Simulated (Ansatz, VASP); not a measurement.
## Rh in VASP and in Ansatz

```xyz
1
Lattice="0.0000 1.8979 1.8979 1.8979 0.0000 1.8979 1.8979 1.8979 0.0000" Properties=species:S:1:pos:R:3 pbc="T T T"
Rh    0.0000    0.0000    0.0000
```

Alike in both runs: task single point; functional PBE; k mesh 14 × 14 × 14; occupations methfessel-paxton of order 1, width 0.05 eV; no spin polarisation.

|  | VASP | Ansatz |
| --- | --- | --- |
| version | VASP 6.6.1 | Ansatz 0.2.0 |
| potentials or method | VASP PAW PBE potentials, release 64 (Rh_pv) | plane waves, PAW |
| plane-wave cutoff (eV) | 500 | 420 |
| valence electrons in the cell | 15 | 17 |

Ansatz gave:

```
pressure (GPa) : 7.5
```

Problem. Estimate VASP's values.

Solution. Pressure (GPa): 7.6.

VASP's potentials hold 15 valence electrons a cell and Ansatz's 17, so a difference there can come from the potentials and not from the codes.
